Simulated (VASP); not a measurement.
# Zn2Si2N (Cmmm) in VASP: notebook

The runs below take Zn2Si2N through single point, with PBE.

Everything below comes from runs of VASP 6.6.1. Logs are shortened: lines on timing, memory, paths and dates and some standing lists are left out, and cuts for length are marked.

### Step 1. The cell of the first run

The structure is orthorhombic, space group Cmmm (No. 65). Conventional cell: a = 6.200 Å, b = 6.444 Å, c = 3.372 Å, α = 90.00°, β = 90.00°, γ = 90.00°. Within 2.0 Å of Zn (site symmetry 2mm) lie 1 N at 1.50 Å. Si (site symmetry m2m) has 2 N at 2.35 Å and 8 Zn at 2.79 to 2.81 Å within 3.1 Å. N (site symmetry mmm) has 2 Zn at 1.50 Å within 2.0 Å.

### Step 2. Single point, PBE

Contents of INCAR:

```
SYSTEM = Zn2Si2N
ALGO = Normal
EDIFF = 1E-6
ENCUT = 520
GGA = PE
ISIF = 2
ISMEAR = 0
LASPH = .TRUE.
LCHARG = .TRUE.
LELF = .TRUE.
LREAL = .FALSE.
LVHAR = .TRUE.
LWAVE = .FALSE.
NBANDS = 26
NELM = 60
PREC = Accurate
SIGMA = 0.1
```

Contents of KPOINTS:

```
k-points
0
G
  4 4 6
  0 0 0
```

Contents of POSCAR:

```
Zn2Si2N
1.0
    3.0999773200     -3.2217621300      0.0000000000
    3.0999773200      3.2217621300      0.0000000000
    0.0000000000      0.0000000000      3.3720711300
Zn Si N
2 2 1
Direct
    0.2575284600      0.2575284600      0.0000000000
    0.7424715400      0.7424715400      0.0000000000
    0.7540840100      0.2459159900      0.5000000000
    0.2459159900      0.7540840100      0.5000000000
    0.5000000000      0.5000000000      0.0000000000
```

Potentials or basis: VASP PAW PBE potentials, release 64 (Zn, Si, N).

Launch:

```bash
$ cat potpaw_PBE.64/Zn/POTCAR potpaw_PBE.64/Si/POTCAR potpaw_PBE.64/N/POTCAR > POTCAR
$ mpirun -np 1 vasp_std > vasp.out
```

OUTCAR:

```text
SYSTEM = Zn2Si2N
   EDIFF = 1E-6
   ENCUT = 520
   GGA = PE
   ISIF = 2
   ISMEAR = 0
   LASPH = .TRUE.
   LREAL = .FALSE.
   NELM = 60
   PREC = Accurate

 ion  position               nearest neighbor table
   1  0.258  0.258  0.000-   5 1.50   4 2.79   3 2.79   3 2.79   4 2.79   4 2.81   4 2.81   3 2.81
                             3 2.81   2 3.01
   2  0.742  0.742  0.000-   5 1.50   4 2.79   3 2.79   3 2.79   4 2.79   4 2.81   3 2.81   3 2.81
                             4 2.81   1 3.01
   3  0.754  0.246  0.500-   5 2.35   5 2.35   1 2.79   1 2.79   2 2.79   2 2.79   1 2.81   1 2.81
                             2 2.81   2 2.81   4 3.10   4 3.10
   4  0.246  0.754  0.500-   5 2.35   5 2.35   1 2.79   1 2.79   2 2.79   2 2.79   1 2.81   1 2.81
                             2 2.81   2 2.81   3 3.10   3 3.10
   5  0.500  0.500  0.000-   1 1.50   2 1.50   3 2.35   4 2.35   3 2.35   4 2.35

  LATTYP: Found a base centered orthorhombic cell.
 ALAT       =     6.1999546400
 B/A-ratio  =     1.0392857100
 C/A-ratio  =     0.5438864195

  Lattice vectors:

 A1 = (   3.0999773200,  -3.2217621300,   0.0000000000)
 A2 = (   3.0999773200,   3.2217621300,   0.0000000000)
 A3 = (   0.0000000000,   0.0000000000,   3.3720711300)

Analysis of symmetry for initial positions (statically):
=====================================================================
 Subroutine PRICEL returns:
 Original cell was already a primitive cell.

 Routine SETGRP: Setting up the symmetry group for a
 base centered orthorhombic supercell.

 Subroutine GETGRP returns: Found  8 space group operations
 (whereof  8 operations were pure point group operations)
 out of a pool of  8 trial point group operations.

The static configuration has the point symmetry D_2h.

Analysis of symmetry for dynamics (positions and initial velocities):
=====================================================================
 Subroutine PRICEL returns:
 Original cell was already a primitive cell.

 Routine SETGRP: Setting up the symmetry group for a
 base centered orthorhombic supercell.

 Subroutine GETGRP returns: Found  8 space group operations
 (whereof  8 operations were pure point group operations)
 out of a pool of  8 trial point group operations.

The dynamic configuration has the point symmetry D_2h.

[... 96 lines left out ...]
   ISTART =      0    job   : 0-new  1-cont  2-samecut
   ICHARG =      2    charge: 1-file 2-atom 10-const
   ISPIN  =      1    spin polarized calculation?
   LNONCOLLINEAR =      F non collinear calculations
   LSORBIT =      F    spin-orbit coupling
   LASPH  =      T    aspherical Exc in radial PAW
   ENCUT  =  520.0 eV  38.22 Ry    6.18 a.u.   8.31  8.31  6.27*2*pi/ulx,y,z
   NELM   =     60;   NELMIN=  2; NELMDL= -5     # of ELM steps
   EDIFF  = 0.1E-05   stopping-criterion for ELM
   LREAL  =      F    real-space projection
[... 7 lines left out ...]
   TEBEG  =    0.0;   TEEND  =   0.0 temperature during run
   PSTRESS=    0.0 pullay stress
   NELECT =      37.0000    total number of electrons
   NUPDOWN=      -1.0000    fix difference up-down
   EMIN   =  10.00;   EMAX   =-10.00  energy-range for DOS
   EFERMI =   0.00;   METHOD = LEGACY
   ISMEAR =     0;   SIGMA  =   0.10  broadening in eV -4-tet -1-fermi 0-gaus
   EFERMI_NEDOS =   21; number of points for ismear=-14 and -15
   IALGO  =     38    algorithm
   IMIX   =      4    mixing-type and parameters
     AMIX     =   0.40;   BMIX     =  1.00
     AMIX_MAG =   1.60;   BMIX_MAG =  1.00
  volume/ion in A,a.u.               =      13.47        90.91
  Fermi-wavevector in a.u.,A,eV,Ry     =   1.340754  2.533658 24.458130  1.797622
  Thomas-Fermi vector in A             =   2.469042
   LORBIT       =      0    0 simple, 1 ext, 2 COOP (PROOUT), +10 PAW based schemes
   GGA     = PE    functional components
   LHFCALC =     F    Hartree Fock is set to
   AEXX    =    0.0000 exact exchange contribution
   IVDW    =     0    specifies the selected vdW correction
   LEPSILON=     F    determine dielectric tensor
   LRPA    =     F    only Hartree local field effects (RPA)
 non-spin polarized calculation
 Gauss-broadening in eV      SIGMA  =   0.10
  energy-cutoff  :      520.00
  volume of cell :       67.36
 maximum number of plane-waves:      1832
 NGX is ok and might be reduce to    36
   NGX = 17   NGY = 17   NGZ = 13

 number of electron      36.9999967 magnetization

 Free energy of the ion-electron system (eV)
  ---------------------------------------------------
  ext. energy  EPLUGINS =         0.00000000
  ---------------------------------------------------
  free energy    TOTEN  =       -12.95723265 eV

  energy without entropy =      -12.94954498  energy(sigma->0) =      -12.95338882

 E-fermi :   6.5657     XC(G=0): -11.3265

 val. band max:        6.5586727270   @ k =   0.2500   0.2500   0.1667
 cond. band min:       6.6676896457   @ k =   0.5000   0.0000   0.0000
 fundamental gap:      0.1090169187
 Fermi energy:         6.5656615005

 k-point     1 :       0.0000    0.0000    0.0000
  band No.  band energies     occupation
      1     -11.9309      2.00000
      2      -4.3702      2.00000
      3      -4.0936      2.00000
      4      -3.8728      2.00000
      5      -2.7551      2.00000
      6      -1.6396      2.00000
[... 685 lines left out ...]
     25      13.2050      0.00000
     26      13.3919      0.00000

 [... further k-points ...]

------------------------ aborting loop because EDIFF is reached ----------------------------------------

  FORCE on cell =-STRESS in cart. coord.  units (eV):
  Direction    XX          YY          ZZ          XY          YZ          ZX
  --------------------------------------------------------------------------------------
  -------------------------------------------------------------------------------------
  Total       49.1299572      4.3810322      0.8020717      0.0000000      0.0000000      0.0000000
  in kB     1168.6332981    104.2097413     19.0785370      0.0000000      0.0000000      0.0000000
  external PRESSURE =     430.6405254 kB  Pullay stress =       0.0000000 kB

 VOLUME and BASIS-vectors are now :
 -----------------------------------------------------------------------------
  energy-cutoff  :      520.00
  volume of cell :       67.36
      direct lattice vectors                 reciprocal lattice vectors
     3.099977320 -3.221762130  0.000000000     0.161291503 -0.155194574  0.000000000
     3.099977320  3.221762130  0.000000000     0.161291503  0.155194574  0.000000000
     0.000000000  0.000000000  3.372071130     0.000000000  0.000000000  0.296553650

 POSITION                                       TOTAL-FORCE (eV/Angst)
 -----------------------------------------------------------------------------------
      1.59666      0.00000      0.00000       -17.213053      0.000000      0.000000
      4.60329      0.00000      0.00000        17.213053      0.000000      0.000000
      3.09998     -1.63720      1.68604         0.000000     -1.590443      0.000000
      3.09998      1.63720      1.68604         0.000000      1.590443      0.000000
      3.09998      0.00000      0.00000         0.000000      0.000000      0.000000
 -----------------------------------------------------------------------------------
    total drift:                                0.000000      0.000000      0.000000

  FREE ENERGIE OF THE ION-ELECTRON SYSTEM (eV)
  ---------------------------------------------------
  free  energy   TOTEN  =       -12.9572326513 eV

  energy  without entropy=      -12.9495449836  energy(sigma->0) =      -12.95338882
```

stdout:

```text
POSCAR found type information on POSCAR ZnSiN
 POSCAR found :  3 types and       5 ions
 scaLAPACK will be used
 LDA part: xc-table for (Slater+PW92), standard interpolation
 POSCAR, INCAR and KPOINTS ok, starting setup
 FFT: planning ... GRIDC
 FFT: planning ... GRID_SOFT
 FFT: planning ... GRID
 WAVECAR not read
 entering main loop
```

Wall time 21 s (1 thread of Intel Xeon 6975P-C (Granite Rapids), shared host); peak memory 0.2 GiB.

What came out:

```
Free energy   : -12.9572 eV
Pressure      : 43.1 GPa
Largest force : 17.213 eV/Å
```

Forces on the atoms (eV/Å):
```
Zn  -17.213   0.000   0.000
Zn   17.213   0.000   0.000
Si    0.000  -1.590   0.000
Si    0.000   1.590   0.000
N     0.000   0.000   0.000
```

Levels at points of the mesh, in eV from the Fermi level:
```
           k point  band 16  band 17  band 18  band 19  band 20  band 21
(0.00, 0.00, 0.00)    -4.12    -2.32    -0.96     0.35     2.67     3.60
(0.50, 0.00, 0.00)    -3.70    -2.33     0.10     0.14     1.59     2.09
(0.50, 0.50, 0.00)    -2.02    -1.59    -0.85     2.44     3.52     4.20
(0.00, 0.00, 0.50)    -4.01    -3.24    -1.43    -0.11    -0.09     1.45
(0.50, 0.00, 0.50)    -2.45    -2.03    -1.90    -0.90    -0.09     0.17
(0.50, 0.50, 0.50)    -5.24    -4.78    -3.65     1.17     1.87     2.40
```

Caveat: forces of over 1 eV/Å act on the atoms, so gaps and moduli don't describe the material at rest.

### Step 3. Single point, PBE

This run uses another cell than the first one, of 15.53 Å³/atom, 1.153 times its volume.

Contents of INCAR:

```
PREC = Accurate
ENCUT = 520
EDIFF = 1E-7
ISMEAR = 0
SIGMA = 0.1
LREAL = False
LASPH = True
NELM = 100
ALGO = Normal
ISIF = 2
LWAVE = False
LCHARG = True
GGA = PE
LELF = True
LVHAR = True
NBANDS = 26
```

Contents of KPOINTS:

```
Automatic mesh
0
Gamma
  4 4 6
```

Contents of POSCAR:

```
Zn2Si2N
1.0
    4.9002005411     -3.0027541462      0.0000000000
    4.9002005411      3.0027541462      0.0000000000
    0.0000000000      0.0000000000      2.6385418042
Zn Si N
2 2 1
Direct
    0.1649895657      0.1649895657      0.0000000000
    0.8350104343      0.8350104343      0.0000000000
    0.7269356663      0.2730643337      0.5000000000
    0.2730643337      0.7269356663      0.5000000000
    0.5000000000      0.5000000000      0.0000000000
```

Potentials or basis: VASP PAW PBE potentials, release 64 (Zn, Si, N).

Launch:

```bash
$ cat potpaw_PBE.64/Zn/POTCAR potpaw_PBE.64/Si/POTCAR potpaw_PBE.64/N/POTCAR > POTCAR
$ mpirun -np 1 vasp_std > vasp.out
```

OUTCAR:

```text
PREC = Accurate
   ENCUT = 520
   EDIFF = 1E-7
   ISMEAR = 0
   LREAL = False
   LASPH = True
   NELM = 100
   ISIF = 2
   GGA = PE

 ion  position               nearest neighbor table
   1  0.165  0.165  0.000-   3 2.65   4 2.65   3 2.65   4 2.65
   2  0.835  0.835  0.000-   3 2.65   4 2.65   3 2.65   4 2.65
   3  0.727  0.273  0.500-   5 1.90   5 1.90   1 2.65   1 2.65   2 2.65   2 2.65   4 2.73
   4  0.273  0.727  0.500-   5 1.90   5 1.90   1 2.65   1 2.65   2 2.65   2 2.65   3 2.73
   5  0.500  0.500  0.000-   3 1.90   4 1.90   3 1.90   4 1.90

  LATTYP: Found a base centered orthorhombic cell.
 ALAT       =     6.0055082924
 B/A-ratio  =     1.6319020148
 C/A-ratio  =     0.4393536193

  Lattice vectors:

 A1 = (  -4.9002005411,  -3.0027541462,   0.0000000000)
 A2 = (   4.9002005411,  -3.0027541462,   0.0000000000)
 A3 = (   0.0000000000,   0.0000000000,   2.6385418042)

Analysis of symmetry for initial positions (statically):
=====================================================================
 Subroutine PRICEL returns:
 Original cell was already a primitive cell.

[... 178 lines left out ...]
 val. band max:        4.9345015934   @ k =   0.5000   0.5000   0.3333
 cond. band min:       5.1266918895   @ k =   0.5000   0.2500   0.5000
 fundamental gap:      0.1921902961
 Fermi energy:         4.9751117980

 k-point     1 :       0.0000    0.0000    0.0000
  band No.  band energies     occupation
      1     -13.3544      2.00000
      2      -5.9518      2.00000
      3      -4.8585      2.00000
      4      -2.8447      2.00000
      5      -2.7481      2.00000
      6      -2.4194      2.00000
[... 685 lines left out ...]
     25      10.5402      0.00000
     26      10.7994      0.00000

 [... further k-points ...]

------------------------ aborting loop because EDIFF is reached ----------------------------------------

  FORCE on cell =-STRESS in cart. coord.  units (eV):
  Direction    XX          YY          ZZ          XY          YZ          ZX
  --------------------------------------------------------------------------------------
  -------------------------------------------------------------------------------------
  Total        0.0413005     -0.0163821      0.0674363      0.0000000      0.0000000      0.0000000
  in kB        0.8521932     -0.3380276      1.3914793      0.0000000      0.0000000      0.0000000
  external PRESSURE =       0.6352150 kB  Pullay stress =       0.0000000 kB

 VOLUME and BASIS-vectors are now :
 -----------------------------------------------------------------------------
  energy-cutoff  :      520.00
  volume of cell :       77.65
      direct lattice vectors                 reciprocal lattice vectors
     4.900200541 -3.002754146  0.000000000     0.102036640 -0.166513799  0.000000000
     4.900200541  3.002754146  0.000000000     0.102036640  0.166513799  0.000000000
     0.000000000  0.000000000  2.638541804     0.000000000  0.000000000  0.378997217

 POSITION                                       TOTAL-FORCE (eV/Angst)
 -----------------------------------------------------------------------------------
      1.61696      0.00000      0.00000         0.011329     -0.000000     -0.000000
      8.18344      0.00000      0.00000        -0.011329     -0.000000      0.000000
      4.90020     -1.36286      1.31927        -0.000000      0.025047      0.000000
      4.90020      1.36286      1.31927        -0.000000     -0.025047      0.000000
      4.90020      0.00000      0.00000         0.000000      0.000000      0.000000
 -----------------------------------------------------------------------------------
    total drift:                                0.000000      0.000000      0.000000

  FREE ENERGIE OF THE ION-ELECTRON SYSTEM (eV)
  ---------------------------------------------------
  free  energy   TOTEN  =       -19.6815522109 eV

  energy  without entropy=      -19.6761311078  energy(sigma->0) =      -19.67884166
```

Wall time 24 s (1 thread of Intel Xeon 6975P-C (Granite Rapids), shared host); peak memory 0.22 GiB.

Results:

```yaml
Free_energy: -19.6816 eV
Pressure: 0.1 GPa
Largest_force: 0.025 eV/Å
```

Forces on the atoms (eV/Å):
```
Zn   0.011  0.000  0.000
Zn  -0.011  0.000  0.000
Si   0.000  0.025  0.000
Si   0.000 -0.025  0.000
N    0.000  0.000  0.000
```

Levels at points of the mesh, in eV from the Fermi level:
```
           k point  band 16  band 17  band 18  band 19  band 20  band 21  band 22  band 23
(0.00, 0.00, 0.00)    -3.64    -3.31    -2.97    -2.11     1.86     2.45     5.61     6.68
(0.50, 0.00, 0.00)    -4.91    -3.64    -1.36     0.47     0.79     3.63     4.58     4.60
(0.50, 0.50, 0.00)    -3.53    -2.80    -1.40    -0.78     2.18     2.62     2.88     4.79
(0.00, 0.00, 0.50)    -3.30    -3.19    -0.65     2.02     2.03     2.03     2.07     2.26
(0.50, 0.00, 0.50)    -1.91    -1.36    -1.13    -0.55     0.32     0.54     1.68     2.97
(0.50, 0.50, 0.50)    -3.55    -3.22    -2.42     0.48     1.36     2.80     4.10     4.42
```

Caveat: the k points lie up to 0.40 Å⁻¹ apart.
